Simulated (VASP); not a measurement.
# Cu (Cmcm) in VASP: single point with r2SCAN

Aim: the single point of Cu with r2SCAN.

Program: VASP 6.6.1. These are calculated values, not measurements. Logs are shortened: lines on timing, memory, paths and dates and some standing lists are left out, and cuts for length are marked.

## 1. The cell of the first run

It takes space group Cmcm (No. 63, orthorhombic). Conventional cell: a = 2.437 Å, b = 7.953 Å, c = 2.475 Å, α = 90.00°, β = 90.00°, γ = 90.00°. Cu (site symmetry m2m) has 10 Cu at 2.44 to 2.54 Å within 3.2 Å.

## 2. Single point, r2SCAN

POSCAR

```
Cu
1.0
    1.2184636900     -3.9763780104      0.0000000000
    1.2184636900      3.9763780104      0.0000000000
    0.0000000000      0.0000000000      2.4754955235
Cu
2
Direct
    0.1338666500      0.8661333500      0.2500000000
    0.8661333500      0.1338666500      0.7500000000
```

INCAR.step1

```
ALGO     = Normal         # electronic algorithm
EDIFF    = 1E-5           # SCF threshold, eV
ENCUT    = 660            # plane-wave cutoff, eV
GGA      = PE             # functional
GGA_COMPAT= F            
ISMEAR   = 0              # smearing method
LASPH    = T              # aspherical terms in the spheres
LCHARG   = F              # write CHGCAR
LREAL    = F              # projectors in reciprocal space
LWAVE    = T              # write WAVECAR
NBANDS   = 18             # bands
NELM     = 120            # most SCF steps
PREC     = Accurate       # precision mode
SIGMA    = 0.1            # smearing width, eV
```

INCAR.step2

```
ALGO     = Normal         # electronic algorithm
EDIFF    = 1E-6           # SCF threshold, eV
ENCUT    = 660            # plane-wave cutoff, eV
GGA_COMPAT= F            
ISIF     = 2              # what is computed and relaxed
ISMEAR   = 0              # smearing method
ISTART   = 1            
LASPH    = T              # aspherical terms in the spheres
LCHARG   = F              # write CHGCAR
LMIXTAU  = T            
LREAL    = F              # projectors in reciprocal space
LWAVE    = F              # write WAVECAR
METAGGA  = R2SCAN         # meta-GGA
NBANDS   = 18             # bands
NELM     = 120            # most SCF steps
PREC     = Accurate       # precision mode
SIGMA    = 0.1            # smearing width, eV
```

KPOINTS

```
k-points
0
Gamma
  8 8 8
```

Potentials or basis: VASP PAW PBE potentials, release 64 (Cu).

The run is started by

```
> cat potpaw_PBE.64/Cu/POTCAR > POTCAR
> cp INCAR.step1 INCAR
> mpirun -np 1 vasp_std > vasp.out
> cp INCAR.step2 INCAR
> mpirun -np 1 vasp_std > vasp.out
```

OUTCAR:

```text
EDIFF = 1E-6
   ENCUT = 660
   ISIF = 2
   ISMEAR = 0
   ISTART = 1
   LASPH = T
   LREAL = F
   METAGGA = R2SCAN
   NELM = 120
   PREC = Accurate

 ion  position               nearest neighbor table
   1  0.134  0.866  0.250-   2 2.46   2 2.46   2 2.54   2 2.54   2 2.54   2 2.54
   2  0.866  0.134  0.750-   1 2.46   1 2.46   1 2.54   1 2.54   1 2.54   1 2.54

  LATTYP: Found a base centered orthorhombic cell.
 ALAT       =     2.4369273800
 B/A-ratio  =     3.2634357864
 C/A-ratio  =     1.0158265461

  Lattice vectors:

 A1 = (   1.2184636900,  -3.9763780104,   0.0000000000)
 A2 = (   1.2184636900,   3.9763780104,   0.0000000000)
 A3 = (   0.0000000000,   0.0000000000,   2.4754955235)

Analysis of symmetry for initial positions (statically):
=====================================================================
 Subroutine PRICEL returns:
 Original cell was already a primitive cell.

 Routine SETGRP: Setting up the symmetry group for a
 base centered orthorhombic supercell.

 Subroutine GETGRP returns: Found  8 space group operations
 (whereof  4 operations were pure point group operations)
 out of a pool of  8 trial point group operations.

The static configuration has the point symmetry C_2h.
 The point group associated with its full space group is D_2h.

Analysis of symmetry for dynamics (positions and initial velocities):
=====================================================================
 Subroutine PRICEL returns:
 Original cell was already a primitive cell.

 Routine SETGRP: Setting up the symmetry group for a
 base centered orthorhombic supercell.

 Subroutine GETGRP returns: Found  8 space group operations
 (whereof  4 operations were pure point group operations)
 out of a pool of  8 trial point group operations.

The dynamic configuration has the point symmetry C_2h.
 The point group associated with its full space group is D_2h.

 Subroutine INISYM returns: Found  8 space group operations
 (whereof  4 operations are pure point group operations),
 and found     1 'primitive' translations

----------------------------------------------------------------------------------------

                                     Primitive cell

  volume of cell :      23.9879

  direct lattice vectors                    reciprocal lattice vectors
     1.218463690 -3.976378010  0.000000000     0.410352811 -0.125742572  0.000000000
[... 76 lines left out ...]
 SYSTEM =  unknown system
   PREC   = accura    normal or accurate (medium, high low for compatibility)
   ISTART =      1    job   : 0-new  1-cont  2-samecut
   ICHARG =      0    charge: 1-file 2-atom 10-const
   ISPIN  =      1    spin polarized calculation?
   LNONCOLLINEAR =      F non collinear calculations
   LSORBIT =      F    spin-orbit coupling
   LASPH  =      T    aspherical Exc in radial PAW
   ENCUT  =  660.0 eV  48.51 Ry    6.96 a.u.   8.71  8.71  5.19*2*pi/ulx,y,z
   NELM   =    120;   NELMIN=  2; NELMDL=  0     # of ELM steps
   EDIFF  = 0.1E-05   stopping-criterion for ELM
   LREAL  =      F    real-space projection
   EDIFFG = 0.1E-04   stopping-criterion for IOM
   NSW    =      0    number of steps for IOM
   IBRION =     -1    ionic relax: 0-MD 1-quasi-New 2-CG
   NFREE  =      0    steps in history (QN), initial steepest desc. (CG)
   ISIF   =      2    stress and relaxation
   ISYM   =      2    0-nonsym 1-usesym 2-fastsym
   POTIM  = 0.5000    time-step for ionic-motion
   TEBEG  =    0.0;   TEEND  =   0.0 temperature during run
   PSTRESS=    0.0 pullay stress
   NELECT =      22.0000    total number of electrons
   NUPDOWN=      -1.0000    fix difference up-down
   EMIN   =  10.00;   EMAX   =-10.00  energy-range for DOS
   EFERMI =   0.00;   METHOD = LEGACY
   ISMEAR =     0;   SIGMA  =   0.10  broadening in eV -4-tet -1-fermi 0-gaus
   EFERMI_NEDOS =   21; number of points for ismear=-14 and -15
   IALGO  =     38    algorithm
   IMIX   =      4    mixing-type and parameters
     AMIX     =   0.40;   BMIX     =  1.00
     AMIX_MAG =   1.60;   BMIX_MAG =  1.00
  volume/ion in A,a.u.               =      11.99        80.94
  Fermi-wavevector in a.u.,A,eV,Ry     =   1.590566  3.005733 34.421366  2.529899
  Thomas-Fermi vector in A             =   2.689241
   LORBIT       =      0    0 simple, 1 ext, 2 COOP (PROOUT), +10 PAW based schemes
   METAGGA = R2SCAN    functional components
   LHFCALC =     F    Hartree Fock is set to
   AEXX    =    0.0000 exact exchange contribution
   IVDW    =     0    specifies the selected vdW correction
   LEPSILON=     F    determine dielectric tensor
   LRPA    =     F    only Hartree local field effects (RPA)
 non-spin polarized calculation
 Gauss-broadening in eV      SIGMA  =   0.10
  energy-cutoff  :      660.00
  volume of cell :       23.99
 maximum number of plane-waves:       938
   NGX = 17   NGY = 17   NGZ = 11

 number of electron      22.0000004 magnetization

 Free energy of the ion-electron system (eV)
  ---------------------------------------------------
  ext. energy  EPLUGINS =         0.00000000
  ---------------------------------------------------
  free energy    TOTEN  =       -21.32840538 eV

  energy without entropy =      -21.32348547  energy(sigma->0) =      -21.32594543

 E-fermi :   7.2547     XC(G=0): -13.5786

 val. band max:        7.2487952698   @ k =  -0.3750   0.1250   0.0000
 cond. band min:       7.2597355579   @ k =   0.3750   0.2500   0.2500
 fundamental gap:      0.0109402881
 Fermi energy:         7.2547086304

 k-point     1 :       0.0000    0.0000    0.0000
  band No.  band energies     occupation
      1      -2.3192      2.00000
      2       2.0823      2.00000
      3       2.8687      2.00000
      4       3.3579      2.00000
      5       4.0704      2.00000
      6       4.3301      2.00000
[... 481 lines left out ...]
      5       4.0666      2.00000
      6       4.0957      2.00000
[... 10 lines left out ...]
     17      28.2000      0.00000
     18      32.4568      0.00000

 [... further k-points ...]
[... 5 lines left out ...]
  --------------------------------------------------------------------------------------
  -------------------------------------------------------------------------------------
  Total        0.2431281      0.0768999      0.0383801      0.0000000      0.0000000      0.0000000
  in kB       16.2387756      5.1362256      2.5634463      0.0000000      0.0000000      0.0000000
  external PRESSURE =       7.9794825 kB  Pullay stress =       0.0000000 kB

 VOLUME and BASIS-vectors are now :
 -----------------------------------------------------------------------------
  energy-cutoff  :      660.00
  volume of cell :       23.99
      direct lattice vectors                 reciprocal lattice vectors
     1.218463690 -3.976378010  0.000000000     0.410352811 -0.125742572  0.000000000
     1.218463690  3.976378010  0.000000000     0.410352811  0.125742572  0.000000000
     0.000000000  0.000000000  2.475495523     0.000000000  0.000000000  0.403959527

 POSITION                                       TOTAL-FORCE (eV/Angst)
 -----------------------------------------------------------------------------------
      1.21846      2.91177      0.61887         0.000000      0.004459      0.000000
      1.21846     -2.91177      1.85662         0.000000     -0.004459     -0.000000
 -----------------------------------------------------------------------------------
    total drift:                                0.000000     -0.000000      0.000000

  FREE ENERGIE OF THE ION-ELECTRON SYSTEM (eV)
  ---------------------------------------------------
  free  energy   TOTEN  =       -21.3284053804 eV

  energy  without entropy=      -21.3234854725  energy(sigma->0) =      -21.32594543
```

OUTCAR.step1:

```text
EDIFF = 1E-5
   ENCUT = 660
   GGA = PE
   ISMEAR = 0
   LASPH = T
[... 728 lines left out ...]
 -----------------------------------------------------------------------------------
      1.21846      2.91177      0.61887         0.000000      0.042626      0.000000
      1.21846     -2.91177      1.85662         0.000000     -0.042626     -0.000000
 -----------------------------------------------------------------------------------
    total drift:                                0.000000     -0.000000      0.000000

  FREE ENERGIE OF THE ION-ELECTRON SYSTEM (eV)
  ---------------------------------------------------
  free  energy   TOTEN  =        -7.1318702740 eV

  energy  without entropy=       -7.1266249632  energy(sigma->0) =       -7.12924762
```

OSZICAR.step1:

```text
N       E                     dE             d eps       ncg     rms          rms(c)
DAV:   1     0.133394440678E+03    0.13339E+03   -0.12171E+04  4028   0.261E+03
DAV:   2    -0.164177304573E+01   -0.13504E+03   -0.12808E+03  3786   0.310E+02
DAV:   3    -0.880803942443E+01   -0.71663E+01   -0.69367E+01  4170   0.965E+01
DAV:   4    -0.888979721554E+01   -0.81758E-01   -0.81687E-01  4464   0.111E+01
DAV:   5    -0.889088244081E+01   -0.10852E-02   -0.10852E-02  4720   0.108E+00    0.108E+01
DAV:   6    -0.785618837348E+01    0.10347E+01   -0.11344E+01  4054   0.970E+01    0.542E+00
DAV:   7    -0.715544609477E+01    0.70074E+00   -0.22354E+00  4132   0.402E+01    0.745E-01
DAV:   8    -0.713664183648E+01    0.18804E-01   -0.24620E-02  5312   0.215E+00    0.523E-01
DAV:   9    -0.713196812998E+01    0.46737E-02   -0.64054E-03  4580   0.223E+00    0.658E-02
DAV:  10    -0.713186716207E+01    0.10097E-03   -0.28014E-04  5882   0.207E-01    0.807E-03
DAV:  11    -0.713187027396E+01   -0.31119E-05   -0.37526E-06  2480   0.355E-02
   1 F= -.71318703E+01 E0= -.71292476E+01  d E =-.524531E-02
```

Run time: 14 min. Hardware: 1 thread of AMD EPYC 7R13, shared host; peak memory 0.18 GiB.

What came out:

```yaml
Free_energy: -21.3284 eV
Pressure: 0.8 GPa
Largest_force: 0.004 eV/Å
Band_gap_on_the_k_mesh: zero (bands 11 and 12 overlap by 5.70 eV)
```

Forces on the atoms (eV/Å):
```
Cu   0.000  0.004  0.000
Cu   0.000 -0.004  0.000
```

Caveat: the PAW data sets were made with another functional, which shifts forces and pressure a little.
